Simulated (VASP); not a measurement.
# Al6W (Fm-3m) in VASP: a series of runs

The runs below take Al6W through single point, relaxation of cell and atoms, with PBE.

All numbers are computed with VASP 6.6.1; they aren't measurements. Logs are shortened: lines on timing, memory, paths and dates and some standing lists are left out, and cuts for length are marked.

## 1. The cell of the first run

It takes space group Fm-3m (No. 225, cubic). The conventional cell has a = 7.842 Å, b = 7.842 Å, c = 7.842 Å, α = 90.00°, β = 90.00°, γ = 90.00°. Within 3.7 Å of Al (site symmetry mmm) lie 8 Al at 2.77 Å and 2 W at 2.77 Å. Within 3.7 Å of W (site symmetry m-3m) lie 12 Al at 2.77 Å.

## 2. Single point, PBE

Input file INCAR:

```
SYSTEM = Al6W
PREC = Accurate ; ENCUT = 520
EDIFF = 1E-7 ; ISMEAR = 0
SIGMA = 0.2 ; LREAL = .FALSE.
LASPH = .TRUE. ; NELM = 100
ALGO = Fast ; ISIF = 2
LWAVE = .FALSE. ; LCHARG = .FALSE.
GGA = PE ; NBANDS = 25
```

Input file KPOINTS:

```
Automatic mesh
0
G
  4 4 4
  0 0 0
```

Input file POSCAR:

```
Al6W
1.0
    0.0000000000      3.9210336390      3.9210336390
    3.9210336390      0.0000000000      3.9210336390
    3.9210336390      3.9210336390      0.0000000000
Al W
6 1
Direct
    0.5000000000      0.5000000000      0.0000000000
    0.5000000000      0.0000000000      0.5000000000
    0.0000000000      0.0000000000      0.5000000000
    0.0000000000      0.5000000000      0.0000000000
    0.0000000000      0.5000000000      0.5000000000
    0.5000000000      0.0000000000      0.0000000000
    0.0000000000      0.0000000000      0.0000000000
```

Potentials or basis: VASP PAW PBE potentials, release 64 (Al, W_sv).

Run with:

```console
cat potpaw_PBE.64/Al/POTCAR potpaw_PBE.64/W_sv/POTCAR > POTCAR
mpirun -np 1 vasp_std > vasp.out
```

OUTCAR:

```text
SYSTEM = Al6W
   PREC = Accurate
   ENCUT = 520
   EDIFF = 1E-7
   ISMEAR = 0
   LREAL = .FALSE.
   LASPH = .TRUE.
   NELM = 100
   ISIF = 2
   GGA = PE

 ion  position               nearest neighbor table
   1  0.500  0.500  0.000-   4 2.77   6 2.77   2 2.77   5 2.77   2 2.77   6 2.77   7 2.77   4 2.77
                             5 2.77   7 2.77
   2  0.500  0.000  0.500-   3 2.77   6 2.77   1 2.77   6 2.77   7 2.77   1 2.77   5 2.77   3 2.77
                             5 2.77   7 2.77
   3  0.000  0.000  0.500-   2 2.77   5 2.77   7 2.77   4 2.77   6 2.77   7 2.77   4 2.77   5 2.77
                             2 2.77   6 2.77
   4  0.000  0.500  0.000-   1 2.77   5 2.77   7 2.77   3 2.77   5 2.77   3 2.77   6 2.77   7 2.77
                             1 2.77   6 2.77
   5  0.000  0.500  0.500-   3 2.77   4 2.77   1 2.77   4 2.77   7 2.77   2 2.77   3 2.77   7 2.77
                             1 2.77   2 2.77
   6  0.500  0.000  0.000-   1 2.77   2 2.77   7 2.77   2 2.77   3 2.77   1 2.77   4 2.77   3 2.77
                             4 2.77   7 2.77
   7  0.000  0.000  0.000-   3 2.77   4 2.77   6 2.77   2 2.77   3 2.77   5 2.77   1 2.77   4 2.77
                             5 2.77   1 2.77   2 2.77   6 2.77

  LATTYP: Found a face centered cubic cell.
 ALAT       =     7.8420672780

  Lattice vectors:

 A1 = (   0.0000000000,   3.9210336390,   3.9210336390)
 A2 = (   3.9210336390,   0.0000000000,   3.9210336390)
 A3 = (   3.9210336390,   3.9210336390,   0.0000000000)

Analysis of symmetry for initial positions (statically):
=====================================================================
 Subroutine PRICEL returns:
 Original cell was already a primitive cell.

 Routine SETGRP: Setting up the symmetry group for a
 face centered cubic supercell.

 Subroutine GETGRP returns: Found 48 space group operations
 (whereof 48 operations were pure point group operations)
 out of a pool of 48 trial point group operations.

The static configuration has the point symmetry O_h .

Analysis of symmetry for dynamics (positions and initial velocities):
=====================================================================
 Subroutine PRICEL returns:
 Original cell was already a primitive cell.

 Routine SETGRP: Setting up the symmetry group for a
 face centered cubic supercell.

 Subroutine GETGRP returns: Found 48 space group operations
 (whereof 48 operations were pure point group operations)
 out of a pool of 48 trial point group operations.

[... 98 lines left out ...]
   NFREE  =      0    steps in history (QN), initial steepest desc. (CG)
   ISIF   =      2    stress and relaxation
   ISYM   =      2    0-nonsym 1-usesym 2-fastsym
   POTIM  = 0.5000    time-step for ionic-motion
   TEBEG  =    0.0;   TEEND  =   0.0 temperature during run
   PSTRESS=    0.0 pullay stress
   NELECT =      32.0000    total number of electrons
   NUPDOWN=      -1.0000    fix difference up-down
   EMIN   =  10.00;   EMAX   =-10.00  energy-range for DOS
   EFERMI =   0.00;   METHOD = LEGACY
   ISMEAR =     0;   SIGMA  =   0.20  broadening in eV -4-tet -1-fermi 0-gaus
   EFERMI_NEDOS =   21; number of points for ismear=-14 and -15
   IALGO  =     68    algorithm
   IMIX   =      4    mixing-type and parameters
     AMIX     =   0.40;   BMIX     =  1.00
     AMIX_MAG =   1.60;   BMIX_MAG =  1.00
  volume/ion in A,a.u.               =      17.22       116.23
  Fermi-wavevector in a.u.,A,eV,Ry     =   1.052077  1.988138 15.059831  1.106866
  Thomas-Fermi vector in A             =   2.187146
   LORBIT       =      0    0 simple, 1 ext, 2 COOP (PROOUT), +10 PAW based schemes
   GGA     = PE    functional components
   LHFCALC =     F    Hartree Fock is set to
   AEXX    =    0.0000 exact exchange contribution
   IVDW    =     0    specifies the selected vdW correction
   LEPSILON=     F    determine dielectric tensor
   LRPA    =     F    only Hartree local field effects (RPA)
 non-spin polarized calculation
 RMM-DIIS sequential band-by-band and
 Gauss-broadening in eV      SIGMA  =   0.20
  energy-cutoff  :      520.00
  volume of cell :      120.57
 maximum number of plane-waves:      3287
 NGX is ok and might be reduce to    42
   NGX = 21   NGY = 21   NGZ = 21

 number of electron      31.9999999 magnetization

 Free energy of the ion-electron system (eV)
  ---------------------------------------------------
  ext. energy  EPLUGINS =         0.00000000
  ---------------------------------------------------
  free energy    TOTEN  =       -34.91889793 eV

  energy without entropy =      -34.80809000  energy(sigma->0) =      -34.86349397

 E-fermi :   7.9812     XC(G=0): -10.3668

 val. band max:        7.9643773681   @ k =   0.5000   0.2500   0.0000
 cond. band min:       8.0722618396   @ k =   0.5000   0.2500   0.0000
 fundamental gap:      0.1078844715
 Fermi energy:         7.9811926260

 k-point     1 :       0.0000    0.0000    0.0000
  band No.  band energies     occupation
      1     -66.0317      2.00000
      2     -30.2834      2.00000
      3     -30.2834      2.00000
      4     -30.2834      2.00000
      5      -2.9600      2.00000
      6       2.7801      2.00000
[... 213 lines left out ...]
     24      12.2519      0.00000
     25      12.3707      0.00000

------------------------ aborting loop because EDIFF is reached ----------------------------------------

  FORCE on cell =-STRESS in cart. coord.  units (eV):
  Direction    XX          YY          ZZ          XY          YZ          ZX
  --------------------------------------------------------------------------------------
  -------------------------------------------------------------------------------------
  Total       -0.0438613     -0.0438613     -0.0438613     -0.0000000     -0.0000000      0.0000000
  in kB       -0.5828548     -0.5828548     -0.5828548     -0.0000000     -0.0000000      0.0000000
  external PRESSURE =      -0.5828548 kB  Pullay stress =       0.0000000 kB

 VOLUME and BASIS-vectors are now :
 -----------------------------------------------------------------------------
  energy-cutoff  :      520.00
  volume of cell :      120.57
      direct lattice vectors                 reciprocal lattice vectors
     0.000000000  3.921033639  3.921033639    -0.127517396  0.127517396  0.127517396
     3.921033639  0.000000000  3.921033639     0.127517396 -0.127517396  0.127517396
     3.921033639  3.921033639  0.000000000     0.127517396  0.127517396 -0.127517396

 POSITION                                       TOTAL-FORCE (eV/Angst)
 -----------------------------------------------------------------------------------
      1.96052      1.96052      3.92103         0.000000      0.000000     -0.000000
      1.96052      3.92103      1.96052         0.000000      0.000000      0.000000
      1.96052      1.96052      0.00000         0.000000      0.000000     -0.000000
      1.96052      0.00000      1.96052         0.000000     -0.000000      0.000000
      3.92103      1.96052      1.96052        -0.000000     -0.000000      0.000000
      0.00000      1.96052      1.96052         0.000000      0.000000      0.000000
      0.00000      0.00000      0.00000         0.000000      0.000000      0.000000
 -----------------------------------------------------------------------------------
    total drift:                               -0.000000      0.000000      0.000000

  FREE ENERGIE OF THE ION-ELECTRON SYSTEM (eV)
  ---------------------------------------------------
  free  energy   TOTEN  =       -34.9188979333 eV

  energy  without entropy=      -34.8080900024  energy(sigma->0) =      -34.86349397
```

stdout:

```text
POSCAR found type information on POSCAR AlW
 POSCAR found :  2 types and       7 ions
 scaLAPACK will be used
 LDA part: xc-table for (Slater+PW92), standard interpolation
 POSCAR, INCAR and KPOINTS ok, starting setup
 FFT: planning ... GRIDC
 FFT: planning ... GRID_SOFT
 FFT: planning ... GRID
 WAVECAR not read
 entering main loop
```

Wall time 42 s (1 thread of Intel Xeon Platinum 8375C at 2.90GHz (Ice Lake), shared host); peak memory 0.26 GiB.

What came out:

```
Free energy            : -34.9189 eV
Pressure               : -0.1 GPa
Band gap on the k mesh : zero (band 16 reaches 8.84 eV, above the bottom of band 17 at 6.09 eV)
```

Caveat: spin-orbit coupling is left out, which moves the levels of the heavy elements.

## 3. Relaxation of cell and atoms, PBE

This run uses another cell than the first one, of 16.61 Å³/atom, 0.964 times its volume.

Input file INCAR:

```
SYSTEM = Al6W
  PREC = Accurate
  ENCUT = 600
  EDIFF = 1E-7
  ISMEAR = 0
  SIGMA = 0.2
  LREAL = .FALSE.
  LASPH = .TRUE.
  NELM = 60
  ALGO = Normal
  ISIF = 3
  LWAVE = .FALSE.
  LCHARG = .FALSE.
  GGA = PE
  IBRION = 2
  NSW = 36
  EDIFFG = -0.08
```

KPOINTS is that of step 2.

Edit POSCAR of step 2 so:

```diff
@@ -2,5 +2,5 @@
 1.0
-    0.0000000000      3.9210336390      3.9210336390
-    3.9210336390      0.0000000000      3.9210336390
-    3.9210336390      3.9210336390      0.0000000000
+    0.0000000000      3.8740653400      3.8740653400
+    3.8740653400      0.0000000000      3.8740653400
+    3.8740653400      3.8740653400      0.0000000000
 Al W
```

Potentials or basis: VASP PAW PBE potentials, release 64 (Al, W_sv).

Run with:

```console
cat potpaw_PBE.64/Al/POTCAR potpaw_PBE.64/W_sv/POTCAR > POTCAR
mpirun -np 1 vasp_std > vasp.out
```

Run time: 1.8 min. Hardware: 1 thread of Intel Xeon Platinum 8375C at 2.90GHz (Ice Lake), shared host; peak memory 0.34 GiB.

Results (log left out):

```yaml
Free_energy: -34.9193 eV
Relaxed_volume: 17.22 Å³/atom
Relaxed_cell: a = 5.544 Å, b = 5.544 Å, c = 5.544 Å, α = 60.00°, β = 60.00°, γ = 60.00°
Space_group_after_relaxing_to_0.05_Å: Fm-3m (No. 225)
Energy_gained_by_relaxing: 7.4 meV/atom
Ionic_steps: 3
Pressure_after_relaxing: 0.0 GPa
Band_gap_on_the_k_mesh: zero (band 16 reaches 8.85 eV, above the bottom of band 17 at 6.09 eV)
```

The path:
```tsv
step	energy change (eV)	largest force (eV/Å)	pressure (GPa)	volume (Å³)
1	0.0000	0.0000	4.07	116.29
2	-0.0278	0.0000	-2.49	123.53
3	-0.0519	0.0000	0.00	120.51
```

Final structure:
```xyz
7
Lattice="0.0000 3.9204 3.9204 3.9204 0.0000 3.9204 3.9204 3.9204 0.0000" Properties=species:S:1:pos:R:3 pbc="T T T"
Al    1.9602    1.9602    3.9204
Al    1.9602    3.9204    1.9602
Al    1.9602    1.9602    0.0000
Al    1.9602    0.0000    1.9602
Al    3.9204    1.9602    1.9602
Al    0.0000    1.9602    1.9602
W     0.0000    0.0000    0.0000
```

Levels at points of the mesh, in eV from the Fermi level:
```tsv
k point	band 14	band 15	band 16	band 17	band 18	band 19
(0.00, 0.00, 0.00)	-3.12	-1.90	-1.90	-1.90	-0.68	1.08
(0.50, 0.00, 0.00)	-2.79	-0.29	0.31	0.31	0.71	0.71
(0.50, 0.50, 0.00)	-0.22	0.37	0.86	0.86	1.14	1.14
```

Caveat: spin-orbit coupling is left out, which moves the levels of the heavy elements.
